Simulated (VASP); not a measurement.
Wanted: the native input for a VASP 6.6.1 run.

| Quantity | Value |
| --- | --- |
| Task | single point |
| Functional | LDA |
| Potentials or basis | VASP PAW LDA potentials, release 64 (Ti_sv) |
| Cutoff | 520 eV |
| k mesh | 15 × 15 × 8 |
| Occupations | fermi-dirac, width 0.15 eV |
| Spin | no spin polarisation |
| Dipole correction | no |
| Further INCAR settings | ALGO = Fast; EDIFF = 1e-07; NBANDS = 19 |

The structure of Ti lies in POSCAR:

```
Ti
1.0
    2.8647363038      0.0000000000      0.0000000000
   -1.4323681519      2.4809344143      0.0000000000
    0.0000000000      0.0000000000      4.5458635777
Ti
2
Direct
    0.3333333333      0.6666666667      0.2500000000
    0.6666666667      0.3333333333      0.7500000000
```

The input as run:

INCAR

```
SYSTEM = Ti
ALGO = Fast
EDIFF = 1E-7
ENCUT = 520
GGA = CA
ISIF = 2
ISMEAR = -1
LASPH = .TRUE.
LCHARG = .TRUE.
LELF = .TRUE.
LREAL = .FALSE.
LVHAR = .TRUE.
LWAVE = .FALSE.
NBANDS = 19
NELM = 100
PREC = Accurate
SIGMA = 0.15
```

KPOINTS

```
k-points
0
G
  15 15 8
  0 0 0
```

Potentials or basis: VASP PAW LDA potentials, release 64 (Ti_sv).

Run with:

```bash
$ cat potpaw_LDA.64/Ti_sv/POTCAR > POTCAR
$ mpirun -np 1 vasp_std > vasp.out
```

It gave:

```
Pressure               : -0.3 GPa
Band gap on the k mesh : zero (bands 12 and 13 overlap by 1.04 eV)
```

Run time: 2.2 min on 1 thread of Intel(R) Xeon(R) 6975P-C (Granite Rapids), with other jobs on the host, peak memory 0.18 GiB.
